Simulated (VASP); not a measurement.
# Bi2Se3 (Paraguanajuatite) (R-3m) in VASP: a series of runs

Runs on Bi2Se3 (Paraguanajuatite). Level: PBE. Tasks: single point.

Everything below comes from runs of VASP 6.6.1. Logs are shortened: lines on timing, memory, paths and dates and some standing lists are left out, and cuts for length are marked.

**1. The cell of the first run**

It takes space group R-3m (No. 166, trigonal). Conventional cell: a = 4.191 Å, b = 4.191 Å, c = 31.271 Å, α = 90.00°, β = 90.00°, γ = 120.00°. Bi (site symmetry 3m) has 6 Se at 2.88 to 3.11 Å within 3.8 Å. Se (site symmetry 3m) has 3 Bi at 2.88 Å within 3.8 Å. Within 4.1 Å of Se (site symmetry -3m) lie 6 Bi at 3.11 Å.

**2. Single point, PBE**

INCAR reads:

```
SYSTEM = Bi2Se3
ALGO = Normal
EDIFF = 1E-6
ENCUT = 520
GGA = PE
ISIF = 2
ISMEAR = -1
LASPH = .TRUE.
LCHARG = .FALSE.
LREAL = .FALSE.
LWAVE = .FALSE.
NBANDS = 32
NELM = 80
PREC = Accurate
SIGMA = 0.05
```

KPOINTS reads:

```
k-points
0
G
  8 8 8
  0 0 0
```

POSCAR reads:

```
Bi2Se3
1.0
    2.0953879207      1.2097727800     10.4238179321
   -2.0953879207      1.2097727800     10.4238179321
    0.0000000000     -2.4195455601     10.4238179321
Bi Se
2 3
Direct
    0.6042774648      0.6042774648      0.6042774648
    0.3957225352      0.3957225352      0.3957225352
    0.7790257790      0.7790257790      0.7790257790
    0.2209742210      0.2209742210      0.2209742210
    0.0000000000      0.0000000000      0.0000000000
```

Potentials or basis: VASP PAW PBE potentials, release 64 (Bi_d, Se).

Run with:

```
cat potpaw_PBE.64/Bi_d/POTCAR potpaw_PBE.64/Se/POTCAR > POTCAR
mpirun -np 1 vasp_std > vasp.out
```

OUTCAR:

```text
SYSTEM = Bi2Se3
   EDIFF = 1E-6
   ENCUT = 520
   GGA = PE
   ISIF = 2
   ISMEAR = -1
   LASPH = .TRUE.
   LREAL = .FALSE.
   NELM = 80
   PREC = Accurate

 ion  position               nearest neighbor table
   1  0.604  0.604  0.604-   4 2.88   4 2.88   4 2.88   5 3.11   5 3.11   5 3.11
   2  0.396  0.396  0.396-   3 2.88   3 2.88   3 2.88   5 3.11   5 3.11   5 3.11
   3  0.779  0.779  0.779-   2 2.88   2 2.88   2 2.88
   4  0.221  0.221  0.221-   1 2.88   1 2.88   1 2.88
   5  0.000  0.000  0.000-   1 3.11   2 3.11   1 3.11   1 3.11   2 3.11   2 3.11

  LATTYP: Found a trigonal (rhomboedric) cell.
 ALAT       =    10.7009429958
 COS(alpha) =     0.9233142329

  Lattice vectors:

 A1 = (   2.0953879207,   1.2097727800,  10.4238179321)
 A2 = (  -2.0953879207,   1.2097727800,  10.4238179321)
 A3 = (   0.0000000000,  -2.4195455601,  10.4238179321)

Analysis of symmetry for initial positions (statically):
=====================================================================
 Subroutine PRICEL returns:
 Original cell was already a primitive cell.

 Routine SETGRP: Setting up the symmetry group for a
 trigonal (rhombohedral) supercell.

 Subroutine GETGRP returns: Found 12 space group operations
 (whereof 12 operations were pure point group operations)
 out of a pool of 12 trial point group operations.

The static configuration has the point symmetry D_3d.

Analysis of symmetry for dynamics (positions and initial velocities):
=====================================================================
 Subroutine PRICEL returns:
 Original cell was already a primitive cell.

 Routine SETGRP: Setting up the symmetry group for a
 trigonal (rhombohedral) supercell.

 Subroutine GETGRP returns: Found 12 space group operations
 (whereof 12 operations were pure point group operations)
 out of a pool of 12 trial point group operations.

The dynamic configuration has the point symmetry D_3d.

 Subroutine INISYM returns: Found 12 space group operations
 (whereof 12 operations are pure point group operations),
 and found     1 'primitive' translations

----------------------------------------------------------------------------------------

                                     Primitive cell

  volume of cell :     158.5427

  direct lattice vectors                    reciprocal lattice vectors
     2.095387921  1.209772780 10.423817932     0.238619301  0.137766917  0.031978046
    -2.095387921  1.209772780 10.423817932    -0.238619301  0.137766917  0.031978046
     0.000000000 -2.419545560 10.423817932     0.000000000 -0.275533835  0.031978046

  length of vectors
    10.700942996 10.700942996 10.700942996     0.277383290  0.277383290  0.277383290

  position of ions in fractional coordinates (direct lattice)
     0.604277465  0.604277465  0.604277465
     0.395722535  0.395722535  0.395722535
     0.779025779  0.779025779  0.779025779
     0.220974221  0.220974221  0.220974221
     0.000000000  0.000000000  0.000000000

  ion indices of the primitive-cell ions
   primitive index   ion index
                 1           1
                 2           2
                 3           3
                 4           4
                 5           5

----------------------------------------------------------------------------------------

 KPOINTS: k-points

Automatic generation of k-mesh.
 Grid dimensions read from file:
 generate k-points for:    8    8    8

 Generating k-lattice:

  Cartesian coordinates                     Fractional coordinates (reciprocal lattice)
     0.029827413  0.017220865  0.003997256     0.125000000  0.000000000  0.000000000
    -0.029827413  0.017220865  0.003997256     0.000000000  0.125000000  0.000000000
     0.000000000 -0.034441729  0.003997256    -0.000000000 -0.000000000  0.125000000

  Length of vectors
     0.034672911  0.034672911  0.034672911

  Shift w.r.t. Gamma in fractional coordinates (k-lattice)
     0.000000000  0.000000000  0.000000000

 Subroutine IBZKPT returns following result:
 ===========================================

 Found     65 irreducible k-points:

 Following reciprocal coordinates:
            Coordinates               Weight
  0.000000  0.000000  0.000000      1.000000
  0.125000  0.000000  0.000000      6.000000
  0.250000  0.000000  0.000000      6.000000
  0.375000  0.000000  0.000000      6.000000
  0.500000  0.000000  0.000000      3.000000
  0.125000  0.125000  0.000000      6.000000
[... 16 lines left out ...]
  0.250000  0.125000  0.125000      6.000000
  0.375000  0.125000  0.125000      6.000000
 [... further k-points ...]
   k-points           NKPTS =     65   k-points in BZ     NKDIM =     65   number of bands    NBANDS=     32
   number of dos      NEDOS =    301   number of ions     NIONS =      5
   total plane-waves  NPLWV = 512000
   dimension x,y,z NGX =    80 NGY =   80 NGZ =   80
   dimension x,y,z NGXF=   160 NGYF=  160 NGZF=  160
   ions per type =               2   3
   NGX,Y,Z   is equivalent  to a cutoff of  12.43, 12.43, 12.43 a.u.
   NGXF,Y,Z  is equivalent  to a cutoff of  24.86, 24.86, 24.86 a.u.
 SYSTEM =  Bi2Se3
   PREC   = accura    normal or accurate (medium, high low for compatibility)
   ISTART =      0    job   : 0-new  1-cont  2-samecut
   ICHARG =      2    charge: 1-file 2-atom 10-const
   ISPIN  =      1    spin polarized calculation?
   LNONCOLLINEAR =      F non collinear calculations
   LSORBIT =      F    spin-orbit coupling
   LASPH  =      T    aspherical Exc in radial PAW
   ENCUT  =  520.0 eV  38.22 Ry    6.18 a.u.  19.90 19.90 19.90*2*pi/ulx,y,z
   NELM   =     80;   NELMIN=  2; NELMDL= -5     # of ELM steps
   EDIFF  = 0.1E-05   stopping-criterion for ELM
   LREAL  =      F    real-space projection
   EDIFFG = 0.1E-04   stopping-criterion for IOM
   NSW    =      0    number of steps for IOM
   IBRION =     -1    ionic relax: 0-MD 1-quasi-New 2-CG
   NFREE  =      0    steps in history (QN), initial steepest desc. (CG)
   ISIF   =      2    stress and relaxation
   ISYM   =      2    0-nonsym 1-usesym 2-fastsym
   POTIM  = 0.5000    time-step for ionic-motion
   TEBEG  =    0.0;   TEEND  =   0.0 temperature during run
   PSTRESS=    0.0 pullay stress
   NELECT =      48.0000    total number of electrons
   NUPDOWN=      -1.0000    fix difference up-down
   EMIN   =  10.00;   EMAX   =-10.00  energy-range for DOS
   EFERMI =   0.00;   METHOD = LEGACY
   ISMEAR =    -1;   SIGMA  =   0.05  broadening in eV -4-tet -1-fermi 0-gaus
   EFERMI_NEDOS =   21; number of points for ismear=-14 and -15
   IALGO  =     38    algorithm
   IMIX   =      4    mixing-type and parameters
     AMIX     =   0.40;   BMIX     =  1.00
     AMIX_MAG =   1.60;   BMIX_MAG =  1.00
  volume/ion in A,a.u.               =      31.71       213.98
  Fermi-wavevector in a.u.,A,eV,Ry     =   1.099275  2.077329 16.441365  1.208406
  Thomas-Fermi vector in A             =   2.235667
   LORBIT       =      0    0 simple, 1 ext, 2 COOP (PROOUT), +10 PAW based schemes
   GGA     = PE    functional components
   LHFCALC =     F    Hartree Fock is set to
   AEXX    =    0.0000 exact exchange contribution
   IVDW    =     0    specifies the selected vdW correction
   LEPSILON=     F    determine dielectric tensor
   LRPA    =     F    only Hartree local field effects (RPA)
 non-spin polarized calculation
  energy-cutoff  :      520.00
  volume of cell :      158.54
 maximum number of plane-waves:      4293
   NGX = 39   NGY = 39   NGZ = 39

 number of electron      47.9999996 magnetization

 Free energy of the ion-electron system (eV)
  ---------------------------------------------------
  ext. energy  EPLUGINS =         0.00000000
  ---------------------------------------------------
  free energy    TOTEN  =       -20.23689643 eV

  energy without entropy =      -20.23686763  energy(sigma->0) =      -20.23688203

 E-fermi :   3.7690     XC(G=0):  -8.8802

 val. band max:        3.3619156211   @ k =   0.0000   0.0000   0.0000
 cond. band min:       4.0634117167   @ k =   0.0000   0.0000   0.0000
 fundamental gap:      0.7014960957
 Fermi energy:         3.7690044201

 k-point     1 :       0.0000    0.0000    0.0000
  band No.  band energies     occupation
      1     -19.2931      2.00000
      2     -19.2931      2.00000
      3     -19.2918      2.00000
      4     -19.2918      2.00000
      5     -19.2886      2.00000
      6     -19.2865      2.00000
[... 24 lines left out ...]
     31       9.7346      0.00000
     32      10.1768      0.00000

 k-point     2 :       0.1250    0.0000    0.0000
  band No.  band energies     occupation
      1     -19.2948      2.00000
      2     -19.2932      2.00000
      3     -19.2898      2.00000
      4     -19.2885      2.00000
      5     -19.2865      2.00000
      6     -19.2845      2.00000
[... 24 lines left out ...]
     31       9.5283      0.00000
     32      10.0735      0.00000

 k-point     3 :       0.2500    0.0000    0.0000
  band No.  band energies     occupation
      1     -19.2999      2.00000
      2     -19.2975      2.00000
      3     -19.2854      2.00000
      4     -19.2829      2.00000
      5     -19.2816      2.00000
      6     -19.2815      2.00000
[... 24 lines left out ...]
     31       8.6259      0.00000
     32      10.1492      0.00000

 k-point     4 :       0.3750    0.0000    0.0000
  band No.  band energies     occupation
      1     -19.3061      2.00000
      2     -19.3026      2.00000
      3     -19.2889      2.00000
      4     -19.2847      2.00000
      5     -19.2820      2.00000
      6     -19.2785      2.00000
[... 24 lines left out ...]
     31       8.1788      0.00000
     32      10.3967      0.00000

 k-point     5 :       0.5000    0.0000    0.0000
  band No.  band energies     occupation
      1     -19.3088      2.00000
      2     -19.3049      2.00000
      3     -19.2903      2.00000
      4     -19.2860      2.00000
      5     -19.2825      2.00000
      6     -19.2783      2.00000
[... 584 lines left out ...]
     31       8.6746      0.00000
     32      10.3083      0.00000

 k-point    22 :       0.1250    0.1250    0.1250
  band No.  band energies     occupation
      1     -19.2931      2.00000
      2     -19.2931      2.00000
      3     -19.2918      2.00000
      4     -19.2918      2.00000
      5     -19.2886      2.00000
      6     -19.2865      2.00000
[... 24 lines left out ...]
     31       9.7492      0.00000
     32      10.1744      0.00000

 k-point    23 :       0.2500    0.1250    0.1250
  band No.  band energies     occupation
      1     -19.2948      2.00000
      2     -19.2932      2.00000
      3     -19.2898      2.00000
      4     -19.2885      2.00000
      5     -19.2865      2.00000
      6     -19.2845      2.00000
[... 24 lines left out ...]
     31       9.4950      0.00000
     32      10.1426      0.00000

 k-point    24 :       0.3750    0.1250    0.1250
  band No.  band energies     occupation
      1     -19.2999      2.00000
      2     -19.2975      2.00000
      3     -19.2854      2.00000
      4     -19.2829      2.00000
      5     -19.2816      2.00000
      6     -19.2815      2.00000
[... 24 lines left out ...]
     31       8.6272      0.00000
     32      10.2555      0.00000

 [... further k-points ...]
[... 5 lines left out ...]
  --------------------------------------------------------------------------------------
  -------------------------------------------------------------------------------------
  Total       -0.0134359     -0.0134359      0.0009297      0.0000000     -0.0000000      0.0000000
  in kB       -0.1357790     -0.1357790      0.0093957      0.0000000     -0.0000000      0.0000000
  external PRESSURE =      -0.0873874 kB  Pullay stress =       0.0000000 kB

 VOLUME and BASIS-vectors are now :
 -----------------------------------------------------------------------------
  energy-cutoff  :      520.00
  volume of cell :      158.54
      direct lattice vectors                 reciprocal lattice vectors
     2.095387921  1.209772780 10.423817932     0.238619301  0.137766917  0.031978046
    -2.095387921  1.209772780 10.423817932    -0.238619301  0.137766917  0.031978046
     0.000000000 -2.419545560 10.423817932     0.000000000 -0.275533835  0.031978046

 POSITION                                       TOTAL-FORCE (eV/Angst)
 -----------------------------------------------------------------------------------
      0.00000     -0.00000     18.89663         0.000000     -0.000000      0.010616
      0.00000     -0.00000     12.37482         0.000000      0.000000     -0.010616
      0.00000     -0.00000     24.36127         0.000000     -0.000000      0.008087
      0.00000     -0.00000      6.91019         0.000000      0.000000     -0.008087
      0.00000      0.00000      0.00000         0.000000     -0.000000      0.000000
 -----------------------------------------------------------------------------------
    total drift:                                0.000000     -0.000000     -0.000000

  FREE ENERGIE OF THE ION-ELECTRON SYSTEM (eV)
  ---------------------------------------------------
  free  energy   TOTEN  =       -20.2368964329 eV

  energy  without entropy=      -20.2368676322  energy(sigma->0) =      -20.23688203
```

Wall time 14 min (1 thread of Intel Xeon 6975P-C (Granite Rapids), shared host); peak memory 1.1 GiB.

Results:

- Free energy: -20.2369 eV
- Pressure: 0.0 GPa
- Largest force: 0.011 eV/Å
- Band gap on the k mesh: 0.70 eV, direct

Forces on the atoms (eV/Å):
```
Bi   0.000  0.000  0.011
Bi   0.000  0.000 -0.011
Se   0.000  0.000  0.008
Se   0.000  0.000 -0.008
Se   0.000  0.000  0.000
```

Caveat: spin-orbit coupling is left out, which moves the levels of the heavy elements. Expect the measured gap to be larger: semilocal functionals such as PBE lack the derivative discontinuity.

**3. Single point, PBE**

INCAR reads:

```
  ALGO = Normal
  EDIFF = 1E-6
  ENCUT = 520
  GGA = PE
  ISIF = 2
  ISMEAR = -1
  LASPH = T
  LCHARG = F
  LREAL = F
  LWAVE = F
  NBANDS = 32
  NELM = 80
  PREC = Accurate
  SIGMA = 0.05
```

KPOINTS reads:

```
k-points
0
Gamma
  8 8 8
```

POSCAR reads:

```
Bi2Se3
1.0
    2.0952506235      1.2096935115     10.4307426133
   -2.0952506235      1.2096935115     10.4307426133
    0.0000000000     -2.4193870230     10.4307426133
Bi Se
2 3
Direct
    0.6043464101      0.6043464101      0.6043464101
    0.3956535899      0.3956535899      0.3956535899
    0.7789381896      0.7789381896      0.7789381896
    0.2210618104      0.2210618104      0.2210618104
    0.0000000000      0.0000000000      0.0000000000
```

Potentials or basis: VASP PAW PBE potentials, release 64 (Bi_d, Se).

Run with:

```
cat potpaw_PBE.64/Bi_d/POTCAR potpaw_PBE.64/Se/POTCAR > POTCAR
mpirun -np 1 vasp_std > vasp.out
```

OUTCAR:

```text
EDIFF = 1E-6
   ENCUT = 520
   GGA = PE
   ISIF = 2
   ISMEAR = -1
   LASPH = T
   LREAL = F
   NELM = 80
   PREC = Accurate

 ion  position               nearest neighbor table
   1  0.604  0.604  0.604-   4 2.88   4 2.88   4 2.88   5 3.11   5 3.11   5 3.11
   2  0.396  0.396  0.396-   3 2.88   3 2.88   3 2.88   5 3.11   5 3.11   5 3.11
   3  0.779  0.779  0.779-   2 2.88   2 2.88   2 2.88
   4  0.221  0.221  0.221-   1 2.88   1 2.88   1 2.88
   5  0.000  0.000  0.000-   1 3.11   1 3.11   2 3.11   2 3.11   1 3.11   2 3.11

  LATTYP: Found a trigonal (rhomboedric) cell.
 ALAT       =    10.7076526387
 COS(alpha) =     0.9234203451

  Lattice vectors:

 A1 = (   2.0952506235,   1.2096935115,  10.4307426133)
 A2 = (  -2.0952506235,   1.2096935115,  10.4307426133)
 A3 = (   0.0000000000,  -2.4193870230,  10.4307426133)

Analysis of symmetry for initial positions (statically):
=====================================================================
 Subroutine PRICEL returns:
 Original cell was already a primitive cell.
[... 169 lines left out ...]
  ext. energy  EPLUGINS =         0.00000000
  ---------------------------------------------------
  free energy    TOTEN  =       -20.23691149 eV

  energy without entropy =      -20.23688296  energy(sigma->0) =      -20.23689723

 E-fermi :   3.7633     XC(G=0):  -8.8765

 val. band max:        3.3537280576   @ k =   0.0000   0.0000   0.0000
 cond. band min:       4.0584964335   @ k =   0.0000   0.0000   0.0000
 fundamental gap:      0.7047683759
 Fermi energy:         3.7633379389

 k-point     1 :       0.0000    0.0000    0.0000
  band No.  band energies     occupation
      1     -19.2980      2.00000
      2     -19.2980      2.00000
      3     -19.2967      2.00000
      4     -19.2967      2.00000
      5     -19.2935      2.00000
      6     -19.2914      2.00000
[... 829 lines left out ...]
     31       8.6209      0.00000
     32      10.2508      0.00000

 [... further k-points ...]
[... 5 lines left out ...]
  --------------------------------------------------------------------------------------
  -------------------------------------------------------------------------------------
  Total       -0.0070672     -0.0070672      0.0101589      0.0000000      0.0000000      0.0000000
  in kB       -0.0713811     -0.0713811      0.1026074      0.0000000      0.0000000      0.0000000
  external PRESSURE =      -0.0133849 kB  Pullay stress =       0.0000000 kB

 VOLUME and BASIS-vectors are now :
 -----------------------------------------------------------------------------
  energy-cutoff  :      520.00
  volume of cell :      158.63
      direct lattice vectors                 reciprocal lattice vectors
     2.095250624  1.209693512 10.430742613     0.238634937  0.137775945  0.031956817
    -2.095250624  1.209693512 10.430742613    -0.238634937  0.137775945  0.031956817
     0.000000000 -2.419387023 10.430742613     0.000000000 -0.275551890  0.031956817

 POSITION                                       TOTAL-FORCE (eV/Angst)
 -----------------------------------------------------------------------------------
      0.00000      0.00000     18.91135         0.000000     -0.000000      0.004708
      0.00000      0.00000     12.38088         0.000000      0.000000     -0.004708
      0.00000      0.00000     24.37471         0.000000      0.000000      0.006564
      0.00000      0.00000      6.91752         0.000000     -0.000000     -0.006564
      0.00000      0.00000      0.00000         0.000000     -0.000000      0.000000
 -----------------------------------------------------------------------------------
    total drift:                                0.000000      0.000000      0.000000

  FREE ENERGIE OF THE ION-ELECTRON SYSTEM (eV)
  ---------------------------------------------------
  free  energy   TOTEN  =       -20.2369114918 eV

  energy  without entropy=      -20.2368829637  energy(sigma->0) =      -20.23689723
```

Wall time 15 min (1 thread of Intel Xeon 6975P-C (Granite Rapids), shared host); peak memory 1 GiB.

Results:

- Free energy: -20.2369 eV
- Pressure: 0.0 GPa
- Largest force: 0.007 eV/Å
- Band gap on the k mesh: 0.70 eV, direct

Forces in eV/Å, atoms in the order of the input:
```
Bi   0.000  0.000  0.005
Bi   0.000  0.000 -0.005
Se   0.000  0.000  0.007
Se   0.000  0.000 -0.007
Se   0.000  0.000  0.000
```

Caveat: spin-orbit coupling is left out, which moves the levels of the heavy elements. A k mesh can miss the band edges.
